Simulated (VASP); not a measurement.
**HC12: single point with PBE+D3(BJ)**

System: HC12, a slab with vacuum.

```
CELL_PARAMETERS angstrom
4.93116 0.00000 0.00000
0.00000 4.00987 0.00000
0.00000 0.00000 21.60142
ATOMIC_POSITIONS crystal
C 0.25000 0.37770 0.18517
C 0.75000 0.37770 0.18517
C 0.00000 0.47208 0.21304
C 0.50000 0.47208 0.21304
C 0.00000 0.66096 0.26881
C 0.50000 0.66096 0.26881
C 0.25000 0.75037 0.29625
C 0.75000 0.75037 0.29625
C 0.25000 0.94129 0.35527
C 0.75000 0.94129 0.35527
C 0.00000 0.02343 0.37967
C 0.50000 0.02343 0.37967
H 0.08333 0.19010 0.52318
```

* Program: VASP 6.6.1
* Task: single point
* Functional: PBE
* Dispersion: D3(BJ)
* Potentials or basis: VASP PAW PBE potentials, release 64 (C, H)
* Cutoff: 520 eV
* k mesh: 6 × 7 × 1
* Occupations: gaussian, width 0.05 eV
* Spin: collinear spin
* Starting moments: [0.0, 0.0, 0.0, 0.0, 0.0, 0.0, 0.0, 0.0, 0.0, 0.0, 0.0, 0.0, 1.0] μB

The largest force is 3.078 eV/Å and the net moment is 1.05 μB per cell. The site moments are C -0.00, +0.48, +0.00, +0.04, +0.03, -0.03, -0.04, -0.41, -0.02 (each value once); H +0.37 μB and the valence electrons inside the program's atomic spheres are C 2.44, 2.42, 2.63, 2.65, 2.61, 2.50, 2.52 (each value once); H 0.37. The dispersion energy per atom is -0.101 eV.

Forces in eV/Å, atoms in the order of the input:
```
C   -0.102  0.323  0.754
C    0.022  1.343  2.101
C    0.301 -1.493 -2.675
C   -0.259 -1.490 -2.612
C   -0.190  0.552  1.106
C    0.214  0.567  1.081
C   -0.144  0.214  0.288
C    0.128  0.158  0.253
C    0.171 -0.341 -0.485
C   -0.248 -0.201 -0.312
C    0.013 -0.014  0.014
C    0.105  0.404  0.642
H   -0.011 -0.021 -0.154
```

Levels at points of the mesh, in eV from the Fermi level:
Spin up:
```tsv
k point	band 21	band 22	band 23	band 24	band 25	band 26	band 27	band 28	band 29	band 30
(0.00, 0.00, 0.00)	-1.98	-1.94	-1.77	-0.39	-0.09	0.63	0.75	0.82	1.98	2.37
(0.50, 0.00, 0.00)	-2.33	-2.14	-2.04	-1.85	-0.12	-0.04	0.72	2.64	2.92	5.34
```
Spin down:
```
           k point  band 20  band 21  band 22  band 23  band 24  band 25  band 26  band 27  band 28  band 29
(0.00, 0.00, 0.00)    -1.92    -1.79    -1.61    -0.49    -0.05     0.47     0.65     1.10     1.99     2.36
(0.50, 0.00, 0.00)    -3.71    -2.21    -2.10    -1.35    -0.17    -0.09     0.60     2.75     2.89     4.19
```

It took 28 min on 4 MPI ranks on Oxide Virtual Turin-like Processor (shared host), peak memory 0.98 GiB a rank.

Caveat: a moment this small can come from the mesh or the smearing.
